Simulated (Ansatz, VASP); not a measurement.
# In2GaAs3: VASP beside Ansatz

File INCAR:

```
  ALGO = Normal
  EDIFF = 1E-7
  ENCUT = 520
  GGA = PS
  ISIF = 2
  ISMEAR = 0
  LASPH = True
  LCHARG = False
  LREAL = False
  LWAVE = False
  NBANDS = 36
  NELM = 60
  PREC = Accurate
  SIGMA = 0.1
```

KPOINTS

```
k-points
0
Gamma
  4 4 4
```

Contents of POSCAR:

```
In2GaAs3
1.0
   -2.1401840000      2.1401840000      9.0600640000
    2.1401840000     -2.1401840000      9.0600640000
    2.1401840000      2.1401840000     -9.0600640000
In Ga As
2 1 3
Direct
    0.3367560000      0.3367560000      0.0000000000
    0.6632440000      0.6632440000      0.0000000000
    0.0000000000      0.0000000000      0.0000000000
    0.2500000000      0.7500000000      0.5000000000
    0.5754750000      0.0754750000      0.5000000000
    0.9245250000      0.4245250000      0.5000000000
```

Input for Ansatz:

```yaml
crystal:
  lattice:
    - [-2.140184, 2.140184, 9.060064]
    - [2.140184, -2.140184, 9.060064]
    - [2.140184, 2.140184, -9.060064]
  atoms:
    - { symbol: In, position: [0.336756, 0.336756, 0.0] }
    - { symbol: In, position: [0.663244, 0.663244, 0.0] }
    - { symbol: Ga, position: [0.0, 0.0, 0.0] }
    - { symbol: As, position: [0.25, 0.75, 0.5] }
    - { symbol: As, position: [0.575475, 0.075475, 0.5] }
    - { symbol: As, position: [0.924525, 0.424525, 0.5] }
basis:
  ecutwfc: 420
kpoints:
  mp_grid: { grid: [4, 4, 4] }
hamiltonian:
  xc: pbesol
scf:
  occupations: { method: gaussian, width: 0.1 }
output:
  forces: true
  stress: true
  eigenvalues: true
```

Alike in both runs: task single point; functional PBEsol; k mesh 4 × 4 × 4; occupations gaussian, width 0.1 eV; no spin polarisation.

```csv
,VASP,Ansatz
version,VASP 6.6.1,Ansatz 0.2.0
potentials or method,"VASP PAW PBE potentials, release 64 (In_d, Ga_d, As), cutoff 520 eV","scalar-relativistic, plane waves, PAW"
valence electrons in the cell,54,84
```

```csv
,VASP,Ansatz,Ansatz less VASP
gap on the k mesh at the Fermi level (eV),none,none,-
pressure (GPa),-2.4,-2.5,-0.08
"traceless stress, the component that is largest in VASP (GPa)",-0.32,-0.32,+0.001
rms of the force components (eV/Å),0.016,0.016,-0.0001
```

VASP's potentials were made for PBE, not for PBEsol. Atom by atom the forces differ by 0.000 eV/Å (rms over components). A gap of «none» marks a metal or a gap that the smearing closes. With one functional, cell and mesh, what is left measures potentials, basis and numerics. VASP's potentials hold 54 valence electrons a cell and Ansatz's 84, so a difference there can come from the potentials and not from the codes.

The k mesh is coarse, so the values compare programs but aren't converged.
